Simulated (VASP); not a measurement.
Here is a VASP 6.6.1 calculation.

Contents of INCAR:

```
SYSTEM = Re
PREC = Accurate ; ENCUT = 520
EDIFF = 1E-7 ; ISMEAR = -1
SIGMA = 0.1 ; LREAL = .False.
LASPH = .True. ; NELM = 60
ALGO = Normal ; ISIF = 2
LWAVE = .False. ; LCHARG = .False.
GGA = PS ; NBANDS = 14
```

KPOINTS

```
regular mesh
0
Gamma
  13 13 13
  0 0 0
```

POSCAR

```
Re
1.0
    0.0000000000      2.6589111958      2.6589111958
    2.6589111958      0.0000000000      2.6589111958
    2.6589111958      2.6589111958      0.0000000000
Re
2
Direct
    0.0000000000      0.0000000000      0.0000000000
    0.2500000000      0.2500000000      0.2500000000
```

Potentials or basis: VASP PAW PBE potentials, release 64 (Re).

Command:

```console
$ cat potpaw_PBE.64/Re/POTCAR > POTCAR
$ mpirun -np 1 vasp_std > vasp.out
```

(1) Predict the band gap on the k mesh.

(2) What does it give for the pressure?

Results:

(1) zero (bands 7 and 8 overlap by 1.40 eV).

(2) 36.2 GPa.

Caveat: the cell stands under pressure; the PAW data sets were made with another functional, which shifts forces and pressure a little; spin-orbit coupling is left out, which moves the levels of the heavy elements.
